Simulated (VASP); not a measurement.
A run of VASP 6.6.1 is set up as follows.

The input INCAR:

```
  PREC = Accurate
  ENCUT = 500
  EDIFF = 1E-6
  ISMEAR = 0
  SIGMA = 0.1
  LREAL = F
  LASPH = T
  NELM = 120
  ALGO = Normal
  ISIF = 2
  LWAVE = F
  LCHARG = T
  GGA = CA
  LELF = T
  LVHAR = T
  NBANDS = 19
  GGA_COMPAT = F
```

File KPOINTS:

```
Automatic mesh
0
Gamma
  12 12 8
```

Contents of POSCAR:

```
Ti
1.0
    2.8639728619      0.0000000000      0.0000000000
   -1.4319864310      2.4802732542      0.0000000000
    0.0000000000      0.0000000000      4.5347341912
Ti
2
Direct
    0.3333333333      0.6666666667      0.2500000000
    0.6666666667      0.3333333333      0.7500000000
```

Potentials or basis: VASP PAW LDA potentials, release 64 (Ti_sv).

Command:

```console
$ cat potpaw_LDA.64/Ti_sv/POTCAR > POTCAR
$ mpirun -np 1 vasp_std > vasp.out
```

What does it give for the pressure?

-0.1 GPa.

What does it give for the band gap on the k mesh?

Zero (band 12 reaches 9.69 eV, above the bottom of band 13 at 8.72 eV).

Stress tensor (GPa, compression positive):
```
-0.19  0.00  0.00
 0.00 -0.19  0.00
 0.00  0.00 -0.02
```
